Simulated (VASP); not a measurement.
A run of VASP 6.6.1 is set up as follows.

INCAR

```
SYSTEM = Cu5H
PREC = Accurate
ENCUT = 520
EDIFF = 1E-7
ISMEAR = 0
SIGMA = 0.1
LREAL = .FALSE.
LASPH = .TRUE.
NELM = 120
ALGO = Normal
ISIF = 2
LWAVE = .FALSE.
LCHARG = .FALSE.
LDIPOL = .TRUE.
IDIPOL = 3
DIPOL = 0.5 0.5 0.494
GGA = PS
IBRION = 2
NSW = 90
EDIFFG = -0.03
GGA_COMPAT = .FALSE.
NELMIN = 4
NELMDL = -8
```

Contents of KPOINTS:

```
regular mesh
0
G
  11 11 1
  0 0 0
```

Contents of POSCAR:

```
Cu5H
1.0
    2.5196845175      0.0000000000      0.0000000000
    0.0000000000      2.5196845175      0.0000000000
    0.0000000000      0.0000000000     26.1267440352
Cu H
5 1
Selective dynamics
Direct
    0.5000000000      0.5000000000      0.3253371330  F F F
    0.0000000000      0.0000000000      0.3935310881  F F F
    0.5000000000      0.5000000000      0.4617595490  T T T
    0.0000000000      0.0000000000      0.5301405387  T T T
    0.5000000000      0.5000000000      0.5961312204  T T T
    0.5000000000      0.5000000000      0.6589021496  T T T
```

Potentials or basis: VASP PAW PBE potentials, release 64 (Cu, H).

The run is started by

```console
$ cat potpaw_PBE.64/Cu/POTCAR potpaw_PBE.64/H/POTCAR > POTCAR
$ mpirun -np 1 vasp_std > vasp.out
```

Q: Predict the energy gained by relaxing.

A: 15.9 meV/atom.

Q: Predict the band gap on the k mesh.

A: Zero (bands 28 and 29 overlap by 3.93 eV).

Final structure:
```xyz
6
Lattice="2.5197 0.0000 0.0000 0.0000 2.5197 0.0000 0.0000 0.0000 26.1267" Properties=species:S:1:pos:R:3 pbc="T T T"
Cu    1.2598    1.2598    8.5000
Cu    0.0000    0.0000   10.2817
Cu    1.2598    1.2598   12.0570
Cu    0.0000    0.0000   13.8439
Cu    1.2598    1.2598   15.6517
H     1.2598    1.2598   17.1567
```
